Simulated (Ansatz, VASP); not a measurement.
**One calculation of WC, two programs**

```
W C
1.0
     0.00000    2.19268    2.01727
     2.19268    0.00000    2.01727
     2.19268    2.19268    0.00000
W C
1 1
Direct
  0.00000 0.00000 0.00000
  0.50000 0.50000 0.50000
```

Change from the starting cell: strain +0.000 along x and y, -0.080 along z, atoms carried along.

Alike in both runs: task single point; functional PBEsol; k mesh 18 × 18 × 18; occupations gaussian, width 0.15 eV; no spin polarisation.

|  | VASP | Ansatz |
| --- | --- | --- |
| version | VASP 6.6.1 | Ansatz 0.2.0 |
| potentials or method | VASP PAW PBE potentials, release 64 (W_sv, C), cutoff 520 eV | scalar-relativistic, plane waves, PAW |
| valence electrons in the cell | 18 | 18 |

Ansatz gave:

```
gap on the k mesh at the Fermi level (eV)                     : none
pressure (GPa)                                                : 31.3
traceless stress, the component that is largest in VASP (GPa) : 52.00
```

What did VASP give for the same quantities?

gap on the k mesh at the Fermi level (eV): none; pressure (GPa): 32.8; traceless stress, the component that is largest in VASP (GPa): 52.32.

VASP's potentials were made for PBE, not for PBEsol. A gap of «none» marks a metal or a gap that the smearing closes. Both programs put the cell under a high pressure, so it lies far from rest at this level. The functional is the same, so the differences come from potentials, cutoffs and numerics.

Spin-orbit coupling is off throughout.
